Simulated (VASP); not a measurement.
Set up this calculation in VASP 6.6.1, as the native input.

- Task: single point
- Functional: PBEsol
- Potentials or basis: VASP PAW PBE potentials, release 64 (C)
- Cutoff: 520 eV
- k mesh: 14 × 4 × 1
- Occupations: gaussian, width 0.1 eV
- Spin: no spin polarisation
- Dipole correction: yes
- Further INCAR settings: ALGO = Normal; EDIFF = 1e-06; NBANDS = 36

The structure of C lies in POSCAR:

```
C
1.0
    2.4588140218      0.0000000000      0.0000000000
    0.0000000000      9.5276863356      0.0000000000
    0.0000000000      0.0000000000     25.1590719406
C
12
Direct
    0.0000000000      0.1349845466      0.2997824473
    0.5000000000      0.1641857660      0.3216965256
    0.5000000000      0.2334784754      0.3739152314
    0.0000000000      0.2661754247      0.3986338659
    0.0000000000      0.3333019185      0.4495229904
    0.5000000000      0.3662899912      0.4745941614
    0.5000000000      0.4330605641      0.5253782406
    0.0000000000      0.4660256597      0.5504537493
    0.0000000000      0.5330735579      0.6013578070
    0.5000000000      0.5657191513      0.6260861503
    0.5000000000      0.6348913516      0.6783274013
    0.0000000000      0.6640382235      0.7002514296
```

The input as run:

INCAR

```
  PREC = Accurate
  ENCUT = 520
  EDIFF = 1E-6
  ISMEAR = 0
  SIGMA = 0.1
  LREAL = F
  LASPH = T
  NELM = 60
  ALGO = Normal
  ISIF = 2
  LWAVE = F
  LCHARG = T
  LDIPOL = T
  IDIPOL = 3
  DIPOL = 0.5 0.5 0.500
  GGA = PS
  LELF = T
  LVHAR = T
  LVACPOTAV = T
  NBANDS = 36
```

KPOINTS

```
Automatic mesh
0
Gamma
  14 4 1
```

Potentials or basis: VASP PAW PBE potentials, release 64 (C).

Run with:

```console
$ cat potpaw_PBE.64/C/POTCAR > POTCAR
$ mpirun -np 1 vasp_std > vasp.out
```

It gave:

The largest force is 0.051 eV/Å and the band gap on the k mesh is zero (bands 24 and 25 overlap by 0.40 eV).

Caveat: the PAW data sets were made with another functional, which shifts forces and pressure a little.

It took 11 min on 1 thread of AMD EPYC 9R45 96-Core Processor (Zen 5), on a shared host, peak memory 0.72 GiB.
